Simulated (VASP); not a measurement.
# Rb3Cd (Pm-3m) in VASP: further runs

The runs below take Rb3Cd through single point, relaxation of cell and atoms, with LDA.

Everything below comes from runs of VASP 6.6.1. Logs are shortened: lines on timing, memory, paths and dates and some standing lists are left out, and cuts for length are marked.

## Step 1: The cell of the first run

It takes space group Pm-3m (No. 221, cubic). The conventional cell has a = 5.872 Å, b = 5.872 Å, c = 5.872 Å, α = 90.00°, β = 90.00°, γ = 90.00°. Rb (site symmetry 4/mmm) has 8 Rb at 4.15 Å and 4 Cd at 4.15 Å within 5.4 Å. Within 5.4 Å of Cd (site symmetry m-3m) lie 12 Rb at 4.15 Å.

## Step 2: Single point, LDA

Input file INCAR:

```
SYSTEM = Rb3Cd
ALGO = Normal
EDIFF = 1E-6
ENCUT = 520
GGA = CA
ISIF = 2
ISMEAR = 1
LASPH = .TRUE.
LCHARG = .FALSE.
LREAL = .FALSE.
LWAVE = .FALSE.
NBANDS = 28
NELM = 60
PREC = Accurate
SIGMA = 0.02
```

Input file KPOINTS:

```
k-points
0
G
  4 4 4
  0 0 0
```

Input file POSCAR:

```
Rb3Cd
1.0
    5.8723671037      0.0000000000      0.0000000000
    0.0000000000      5.8723671037      0.0000000000
    0.0000000000      0.0000000000      5.8723671037
Rb Cd
3 1
Direct
    0.0000000000      0.5000000000      0.5000000000
    0.5000000000      0.0000000000      0.5000000000
    0.5000000000      0.5000000000      0.0000000000
    0.0000000000      0.0000000000      0.0000000000
```

Potentials or basis: VASP PAW LDA potentials, release 64 (Rb_sv, Cd).

Run with:

```
> cat potpaw_LDA.64/Rb_sv/POTCAR potpaw_LDA.64/Cd/POTCAR > POTCAR
> mpirun -np 1 vasp_std > vasp.out
```

OUTCAR:

```text
SYSTEM = Rb3Cd
   EDIFF = 1E-6
   ENCUT = 520
   GGA = CA
   ISIF = 2
   ISMEAR = 1
   LASPH = .TRUE.
   LREAL = .FALSE.
   NELM = 60
   PREC = Accurate

 ion  position               nearest neighbor table
   1  0.000  0.500  0.500-   2 4.15   3 4.15   4 4.15   3 4.15   4 4.15   2 4.15   4 4.15   4 4.15
                             2 4.15   3 4.15   3 4.15   2 4.15
   2  0.500  0.000  0.500-   1 4.15   3 4.15   4 4.15   3 4.15   4 4.15   1 4.15   3 4.15   3 4.15
                             1 4.15   4 4.15   4 4.15   1 4.15
   3  0.500  0.500  0.000-   1 4.15   2 4.15   4 4.15   1 4.15   2 4.15   2 4.15   4 4.15   2 4.15
                             1 4.15   4 4.15   1 4.15   4 4.15
   4  0.000  0.000  0.000-   1 4.15   2 4.15   3 4.15   1 4.15   2 4.15   1 4.15   3 4.15   1 4.15
                             2 4.15   3 4.15   2 4.15   3 4.15

  LATTYP: Found a simple cubic cell.
 ALAT       =     5.8723671037

  Lattice vectors:

 A1 = (   5.8723671037,   0.0000000000,   0.0000000000)
 A2 = (   0.0000000000,   5.8723671037,   0.0000000000)
 A3 = (   0.0000000000,   0.0000000000,   5.8723671037)

Analysis of symmetry for initial positions (statically):
=====================================================================
 Subroutine PRICEL returns:
 Original cell was already a primitive cell.

 Routine SETGRP: Setting up the symmetry group for a
 simple cubic supercell.

 Subroutine GETGRP returns: Found 48 space group operations
 (whereof 48 operations were pure point group operations)
 out of a pool of 48 trial point group operations.

The static configuration has the point symmetry O_h .

Analysis of symmetry for dynamics (positions and initial velocities):
=====================================================================
 Subroutine PRICEL returns:
 Original cell was already a primitive cell.

 Routine SETGRP: Setting up the symmetry group for a
 simple cubic supercell.

 Subroutine GETGRP returns: Found 48 space group operations
 (whereof 48 operations were pure point group operations)
 out of a pool of 48 trial point group operations.

The dynamic configuration has the point symmetry O_h .

 Subroutine INISYM returns: Found 48 space group operations
 (whereof 48 operations are pure point group operations),
 and found     1 'primitive' translations

----------------------------------------------------------------------------------------

                                     Primitive cell

  volume of cell :     202.5068

  direct lattice vectors                    reciprocal lattice vectors
     5.872367104  0.000000000  0.000000000     0.170289081  0.000000000  0.000000000
     0.000000000  5.872367104  0.000000000     0.000000000  0.170289081  0.000000000
     0.000000000  0.000000000  5.872367104     0.000000000  0.000000000  0.170289081

  length of vectors
     5.872367104  5.872367104  5.872367104     0.170289081  0.170289081  0.170289081

  position of ions in fractional coordinates (direct lattice)
     0.000000000  0.500000000  0.500000000
     0.500000000  0.000000000  0.500000000
     0.500000000  0.500000000  0.000000000
     0.000000000  0.000000000  0.000000000

  ion indices of the primitive-cell ions
   primitive index   ion index
                 1           1
                 2           2
                 3           3
                 4           4

----------------------------------------------------------------------------------------

 KPOINTS: k-points

Automatic generation of k-mesh.
 Grid dimensions read from file:
 generate k-points for:    4    4    4

 Generating k-lattice:

  Cartesian coordinates                     Fractional coordinates (reciprocal lattice)
     0.042572270  0.000000000  0.000000000     0.250000000  0.000000000  0.000000000
     0.000000000  0.042572270  0.000000000     0.000000000  0.250000000  0.000000000
     0.000000000  0.000000000  0.042572270     0.000000000  0.000000000  0.250000000

  Length of vectors
     0.042572270  0.042572270  0.042572270

  Shift w.r.t. Gamma in fractional coordinates (k-lattice)
     0.000000000  0.000000000  0.000000000

 Subroutine IBZKPT returns following result:
 ===========================================

 Found     10 irreducible k-points:

 Following reciprocal coordinates:
            Coordinates               Weight
  0.000000  0.000000  0.000000      1.000000
  0.250000  0.000000  0.000000      6.000000
  0.500000  0.000000  0.000000      3.000000
  0.250000  0.250000  0.000000     12.000000
  0.500000  0.250000  0.000000     12.000000
  0.500000  0.500000  0.000000      3.000000
  0.250000  0.250000  0.250000      8.000000
  0.500000  0.250000  0.250000     12.000000
  0.500000  0.500000  0.250000      6.000000
  0.500000  0.500000  0.500000      1.000000
   k-points           NKPTS =     10   k-points in BZ     NKDIM =     10   number of bands    NBANDS=     28
   number of dos      NEDOS =    301   number of ions     NIONS =      4
   total plane-waves  NPLWV = 110592
   dimension x,y,z NGX =    48 NGY =   48 NGZ =   48
   dimension x,y,z NGXF=    96 NGYF=   96 NGZF=   96
   ions per type =               3   1
   NGX,Y,Z   is equivalent  to a cutoff of  13.59, 13.59, 13.59 a.u.
   NGXF,Y,Z  is equivalent  to a cutoff of  27.18, 27.18, 27.18 a.u.
 SYSTEM =  Rb3Cd
   PREC   = accura    normal or accurate (medium, high low for compatibility)
   ISTART =      0    job   : 0-new  1-cont  2-samecut
   ICHARG =      2    charge: 1-file 2-atom 10-const
   ISPIN  =      1    spin polarized calculation?
   LNONCOLLINEAR =      F non collinear calculations
   LSORBIT =      F    spin-orbit coupling
   LASPH  =      T    aspherical Exc in radial PAW
   ENCUT  =  520.0 eV  38.22 Ry    6.18 a.u.  10.92 10.92 10.92*2*pi/ulx,y,z
   NELM   =     60;   NELMIN=  2; NELMDL= -5     # of ELM steps
   EDIFF  = 0.1E-05   stopping-criterion for ELM
   LREAL  =      F    real-space projection
   EDIFFG = 0.1E-04   stopping-criterion for IOM
   NSW    =      0    number of steps for IOM
   IBRION =     -1    ionic relax: 0-MD 1-quasi-New 2-CG
   NFREE  =      0    steps in history (QN), initial steepest desc. (CG)
   ISIF   =      2    stress and relaxation
   ISYM   =      2    0-nonsym 1-usesym 2-fastsym
   POTIM  = 0.5000    time-step for ionic-motion
   TEBEG  =    0.0;   TEEND  =   0.0 temperature during run
   PSTRESS=    0.0 pullay stress
   NELECT =      39.0000    total number of electrons
   NUPDOWN=      -1.0000    fix difference up-down
   EMIN   =  10.00;   EMAX   =-10.00  energy-range for DOS
   EFERMI =   0.00;   METHOD = LEGACY
   ISMEAR =     1;   SIGMA  =   0.02  broadening in eV -4-tet -1-fermi 0-gaus
   EFERMI_NEDOS =   21; number of points for ismear=-14 and -15
   IALGO  =     38    algorithm
   IMIX   =      4    mixing-type and parameters
     AMIX     =   0.40;   BMIX     =  1.00
     AMIX_MAG =   1.60;   BMIX_MAG =  1.00
  volume/ion in A,a.u.               =      50.63       341.65
  Fermi-wavevector in a.u.,A,eV,Ry     =   0.945402  1.786551 12.160682  0.893785
  Thomas-Fermi vector in A             =   2.073300
   LORBIT       =      0    0 simple, 1 ext, 2 COOP (PROOUT), +10 PAW based schemes
   GGA     = CA    functional components
   LHFCALC =     F    Hartree Fock is set to
   AEXX    =    0.0000 exact exchange contribution
   IVDW    =     0    specifies the selected vdW correction
   LEPSILON=     F    determine dielectric tensor
   LRPA    =     F    only Hartree local field effects (RPA)
 non-spin polarized calculation
 Methfessel and Paxton  Order N= 1 SIGMA  =   0.02
  energy-cutoff  :      520.00
  volume of cell :      202.51
 maximum number of plane-waves:      5520
 NGX is ok and might be reduce to    48
   NGX = 21   NGY = 21   NGZ = 21

 number of electron      38.9999999 magnetization

 Free energy of the ion-electron system (eV)
  ---------------------------------------------------
  ext. energy  EPLUGINS =         0.00000000
  ---------------------------------------------------
  free energy    TOTEN  =        -4.28988947 eV

  energy without entropy =       -4.28914934  energy(sigma->0) =       -4.28964276

 E-fermi :   0.8344     XC(G=0):  -7.4034

 val. band max:        0.8240388776   @ k =   0.2500   0.2500   0.0000
 cond. band min:       0.8448507196   @ k =   0.5000   0.2500   0.0000
 fundamental gap:      0.0208118420
 Fermi energy:         0.8344447983

 k-point     1 :       0.0000    0.0000    0.0000
  band No.  band energies     occupation
      1     -27.7026      2.00000
      2     -27.6483      2.00000
      3     -27.6483      2.00000
      4     -12.0854      2.00000
      5     -12.0854      2.00000
      6     -12.0854      2.00000
[... 20 lines left out ...]
     27       3.0362      0.00000
     28       4.0281      0.00000

 k-point     2 :       0.2500    0.0000    0.0000
  band No.  band energies     occupation
      1     -27.6956      2.00000
      2     -27.6552      2.00000
      3     -27.6483      2.00000
      4     -12.0554      2.00000
      5     -12.0554      2.00000
      6     -12.0377      2.00000
[... 20 lines left out ...]
     27       3.3956      0.00000
     28       4.1351      0.00000

 k-point     3 :       0.5000    0.0000    0.0000
  band No.  band energies     occupation
      1     -27.6844      2.00000
      2     -27.6664      2.00000
      3     -27.6482      2.00000
      4     -12.0168      2.00000
      5     -12.0168      2.00000
      6     -11.9338      2.00000
[... 20 lines left out ...]
     27       3.7032      0.00000
     28       4.5697      0.00000

 k-point     4 :       0.2500    0.2500    0.0000
  band No.  band energies     occupation
      1     -27.6895      2.00000
      2     -27.6573      2.00000
      3     -27.6522      2.00000
      4     -12.0891      2.00000
      5     -12.0233      2.00000
      6     -11.9510      2.00000
[... 144 lines left out ...]
     27       4.2700      0.00000
     28       4.9173      0.00000

 k-point     9 :       0.5000    0.5000    0.2500
  band No.  band energies     occupation
      1     -27.6661      2.00000
      2     -27.6661      2.00000
      3     -27.6661      2.00000
      4     -12.2184      2.00000
      5     -12.0050      2.00000
      6     -11.9498      2.00000
[... 20 lines left out ...]
     27       4.5812      0.00000
     28       4.9592      0.00000

 k-point    10 :       0.5000    0.5000    0.5000
  band No.  band energies     occupation
      1     -27.6660      2.00000
      2     -27.6660      2.00000
      3     -27.6660      2.00000
      4     -12.2841      2.00000
      5     -12.0024      2.00000
      6     -12.0024      2.00000
[... 20 lines left out ...]
     27       4.8920      0.00000
     28       4.8920      0.00000

------------------------ aborting loop because EDIFF is reached ----------------------------------------

  FORCE on cell =-STRESS in cart. coord.  units (eV):
  Direction    XX          YY          ZZ          XY          YZ          ZX
  --------------------------------------------------------------------------------------
  -------------------------------------------------------------------------------------
  Total       -0.0003816     -0.0003816     -0.0003816      0.0000000      0.0000000     -0.0000000
  in kB       -0.0030192     -0.0030192     -0.0030192      0.0000000      0.0000000     -0.0000000
  external PRESSURE =      -0.0030192 kB  Pullay stress =       0.0000000 kB

 VOLUME and BASIS-vectors are now :
 -----------------------------------------------------------------------------
  energy-cutoff  :      520.00
  volume of cell :      202.51
      direct lattice vectors                 reciprocal lattice vectors
     5.872367104  0.000000000  0.000000000     0.170289081  0.000000000  0.000000000
     0.000000000  5.872367104  0.000000000     0.000000000  0.170289081  0.000000000
     0.000000000  0.000000000  5.872367104     0.000000000  0.000000000  0.170289081

 POSITION                                       TOTAL-FORCE (eV/Angst)
 -----------------------------------------------------------------------------------
      0.00000      2.93618      2.93618         0.000000      0.000000      0.000000
      2.93618      0.00000      2.93618         0.000000      0.000000      0.000000
      2.93618      2.93618      0.00000         0.000000      0.000000      0.000000
      0.00000      0.00000      0.00000         0.000000      0.000000      0.000000
 -----------------------------------------------------------------------------------
    total drift:                                0.000000     -0.000000     -0.000000

  FREE ENERGIE OF THE ION-ELECTRON SYSTEM (eV)
  ---------------------------------------------------
  free  energy   TOTEN  =        -4.2898894746 eV

  energy  without entropy=       -4.2891493446  energy(sigma->0) =       -4.28964276
```

It used 190 s of CPU time on 1 thread of AMD EPYC 7R13 Processor (Zen 3), on a shared host.

Results:

| Property | Result |
| --- | --- |
| Free energy | -4.2899 eV |
| Pressure | 0.0 GPa |

## Step 3: Relaxation of cell and atoms, LDA

This run uses another cell than the first one, of 62.88 Å³/atom, 1.242 times its volume.

Input file INCAR:

```
SYSTEM = Rb3Cd
ALGO = Normal
EDIFF = 1E-6
EDIFFG = -0.02
ENCUT = 600
IBRION = 2
ISIF = 3
ISMEAR = 1
LASPH = .True.
LCHARG = .False.
LREAL = .False.
LWAVE = .False.
NELM = 60
NSW = 80
PREC = Accurate
SIGMA = 0.02
```

Input file KPOINTS:

```
k-points
0
Gamma
  4 4 4
  0 0 0
```

Input file POSCAR:

```
Rb3Cd
1.0
    6.3125020000      0.0000000000      0.0000000000
    0.0000000000      6.3125020000      0.0000000000
    0.0000000000      0.0000000000      6.3125020000
Rb Cd
3 1
Direct
    0.0000000000      0.5000000000      0.5000000000
    0.5000000000      0.0000000000      0.5000000000
    0.5000000000      0.5000000000      0.0000000000
    0.0000000000      0.0000000000      0.0000000000
```

Potentials or basis: VASP PAW LDA potentials, release 64 (Rb_sv, Cd).

Run with:

```
> cat potpaw_LDA.64/Rb_sv/POTCAR potpaw_LDA.64/Cd/POTCAR > POTCAR
> mpirun -np 1 vasp_std > vasp.out
```

It used 440 s of CPU time on 1 thread of AMD EPYC 7R13 Processor (Zen 3), on a shared host.

Results (log left out):

* Free energy: -4.2928 eV
* Relaxed volume: 50.57 Å³/atom
* Relaxed cell: a = 5.870 Å, b = 5.870 Å, c = 5.870 Å, α = 90.00°, β = 90.00°, γ = 90.00°
* Space group after relaxing (to 0.05 Å): Pm-3m (No. 221)
* Energy gained by relaxing: 38.6 meV/atom
* Ionic steps: 6
* Pressure after relaxing: 0.0 GPa

Step by step:
```tsv
step	energy change (eV)	largest force (eV/Å)	pressure (GPa)	volume (Å³)
1	0.0000	0.0000	-0.82	251.54
2	-0.0555	0.0000	-0.72	240.03
3	-0.1352	0.0000	-0.38	217.49
4	-0.0764	0.0000	1.10	176.73
5	-0.1539	0.0000	-0.07	204.76
6	-0.1545	0.0000	0.00	202.27
```

Final structure:
```yaml
crystal:
  lattice:
    - [5.87004, 0.00000, 0.00000]
    - [0.00000, 5.87004, 0.00000]
    - [0.00000, 0.00000, 5.87004]
  atoms:
    - { symbol: Rb, position: [0.00000, 0.50000, 0.50000] }
    - { symbol: Rb, position: [0.50000, 0.00000, 0.50000] }
    - { symbol: Rb, position: [0.50000, 0.50000, 0.00000] }
    - { symbol: Cd, position: [0.00000, 0.00000, 0.00000] }
```

Levels at points of the mesh, in eV from the Fermi level:
| k point | band 15 | band 16 | band 17 | band 18 | band 19 | band 20 | band 21 | band 22 | band 23 |
| --- | --- | --- | --- | --- | --- | --- | --- | --- | --- |
| (0.00, 0.00, 0.00) | -8.61 | -8.60 | -8.60 | -4.03 | -0.75 | 1.29 | 1.29 | 1.42 | 1.42 |
| (0.50, 0.00, 0.00) | -8.60 | -8.60 | -8.60 | -3.43 | -1.47 | 0.68 | 0.96 | 0.96 | 2.12 |
| (0.50, 0.50, 0.00) | -8.60 | -8.60 | -8.59 | -3.17 | -0.56 | -0.56 | 0.30 | 0.85 | 2.45 |
| (0.50, 0.50, 0.50) | -8.61 | -8.59 | -8.59 | -3.24 | 0.51 | 0.51 | 0.51 | 0.61 | 0.61 |

Caveat: the volume moved by over 15 % at a fixed basis, so the end points are rough.
